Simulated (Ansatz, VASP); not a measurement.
# One calculation of FeNi3, two programs

The input INCAR:

```
SYSTEM = FeNi3
  ALGO = Fast
  EDIFF = 1E-6
  ENCUT = 520
  GGA = PS
  ISIF = 2
  ISMEAR = 0
  ISPIN = 2
  LASPH = .True.
  LCHARG = .False.
  LMAXMIX = 4
  LORBIT = 11
  LREAL = .False.
  LWAVE = .False.
  MAGMOM = 2.91 0.68 0.68 0.68
  NBANDS = 31
  NELM = 150
  PREC = Accurate
  SIGMA = 0.05
```

File KPOINTS:

```
k-points
0
Gamma
  10 10 10
  0 0 0
```

POSCAR

```
FeNi3
1.0
    3.5450000000      0.0000000000      0.0000000000
    0.0000000000      3.5450000000      0.0000000000
    0.0000000000      0.0000000000      3.5450000000
Fe Ni
1 3
Direct
    0.0000000000      0.0000000000      0.0000000000
    0.0000000000      0.5000000000      0.5000000000
    0.5000000000      0.0000000000      0.5000000000
    0.5000000000      0.5000000000      0.0000000000
```

Input for Ansatz:

```yaml
crystal:
  lattice:
    - [3.545, 0.0, 0.0]
    - [0.0, 3.545, 0.0]
    - [0.0, 0.0, 3.545]
  atoms:
    - { symbol: Fe, position: [0.0, 0.0, 0.0], spin: 2.91 }
    - { symbol: Ni, position: [0.0, 0.5, 0.5], spin: 0.68 }
    - { symbol: Ni, position: [0.5, 0.0, 0.5], spin: 0.68 }
    - { symbol: Ni, position: [0.5, 0.5, 0.0], spin: 0.68 }
magnetization:
  spin_polarized: true
basis:
  ecutwfc: 420
  fft_grid_basis: typed
kpoints:
  mp_grid: { grid: [10, 10, 10] }
hamiltonian:
  xc: pbesol
  pseudopotentials: { kind: paw }
scf:
  occupations: { method: gaussian, width: 0.05 }
output:
  forces: true
  stress: true
  eigenvalues: true
  bader: true
  write_density: true
  volumetric_format: npy
  populations: true
```

Alike in both runs: task single point; functional PBEsol; k mesh 10 × 10 × 10; occupations gaussian, width 0.05 eV; collinear spin.

|  | VASP | Ansatz |
| --- | --- | --- |
| version | VASP 6.6.1 | Ansatz 0.2.0 |
| potentials or method | VASP PAW PBE potentials, release 64 (Fe, Ni), cutoff 520 eV | scalar-relativistic, plane waves, PAW |
| valence electrons in the cell | 38 | 70 |

Ansatz gave:

* gap on the k mesh at the Fermi level (eV): none
* pressure (GPa): -9.8
* net moment per atom (μB): 1.19
* size of the moment on the site where the two differ most (μB): 0.67

Question: What did VASP give for the same quantities?

Answer: gap on the k mesh at the Fermi level (eV): none; pressure (GPa): -9.7; net moment per atom (μB): 1.19; size of the moment on the site where the two differ most (μB): 0.62.

VASP's potentials were made for PBE, not for PBEsol. Site moments also hang on the region over which each program counts them. A gap of «none» marks a metal or a gap that the smearing closes. VASP's potentials hold 38 valence electrons a cell and Ansatz's 70, so a difference there can come from the potentials and not from the codes.
